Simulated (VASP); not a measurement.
Set up this calculation in VASP 6.6.1, as the native input.

```yaml
Task: single point
Functional: PBE
Potentials_or_basis: VASP PAW PBE potentials, release 64 (Ca_sv, Sn_d, N)
Cutoff: 520 eV
k_mesh: 12 × 12 × 2
Occupations: gaussian, width 0.1 eV
Spin: no spin polarisation
Dipole_correction: no
Further_INCAR_settings: ALGO = Normal; EDIFF = 1e-06; NBANDS = 64
```

The structure of Ca2Sn2N lies in POSCAR:

```
Ca2Sn2N
1.0
    3.6621117364      0.0000000000      0.0000000000
   -1.8310558682      3.1714817953      0.0000000000
    0.0000000000      0.0000000000     22.6307202001
Ca Sn N
4 4 2
Direct
    0.6666666667      0.3333333333      0.9444043284
    0.3333333333      0.6666666667      0.0555956716
    0.6666666667      0.3333333333      0.5555956716
    0.3333333333      0.6666666667      0.4444043284
    0.3333333333      0.6666666667      0.6850204245
    0.3333333333      0.6666666667      0.8149795755
    0.6666666667      0.3333333333      0.1850204245
    0.6666666667      0.3333333333      0.3149795755
    0.0000000000      0.0000000000      0.0000000000
    0.0000000000      0.0000000000      0.5000000000
```

The input as run:

INCAR

```
PREC     = Accurate       # precision mode
ENCUT    = 520            # plane-wave cutoff, eV
EDIFF    = 1E-6           # SCF threshold, eV
ISMEAR   = 0              # smearing method
SIGMA    = 0.1            # smearing width, eV
LREAL    = F              # projectors in reciprocal space
LASPH    = T              # aspherical terms in the spheres
NELM     = 80             # most SCF steps
ALGO     = Normal         # electronic algorithm
ISIF     = 2              # what is computed and relaxed
LWAVE    = F              # write WAVECAR
LCHARG   = T              # write CHGCAR
GGA      = PE             # functional
LELF     = T              # ELF
LVHAR    = T            
NBANDS   = 64             # bands
```

KPOINTS

```
regular mesh
0
Gamma
  12 12 2
```

Potentials or basis: VASP PAW PBE potentials, release 64 (Ca_sv, Sn_d, N).

Run with:

```bash
$ cat potpaw_PBE.64/Ca_sv/POTCAR potpaw_PBE.64/Sn_d/POTCAR potpaw_PBE.64/N/POTCAR > POTCAR
$ mpirun -np 1 vasp_std > vasp.out
```

Results of the run:

```
Pressure               : -3.7 GPa
Largest force          : 0.035 eV/Å
Band gap on the k mesh : zero (bands 53 and 54 overlap by 4.06 eV)
```

Caveat: the cell stands under tension; spin-orbit coupling is left out, which moves the levels of the heavy elements.

Run time: 11 min on 1 thread of Intel(R) Xeon(R) Platinum 8488C (Sapphire Rapids), with other jobs on the host, peak memory 0.68 GiB.
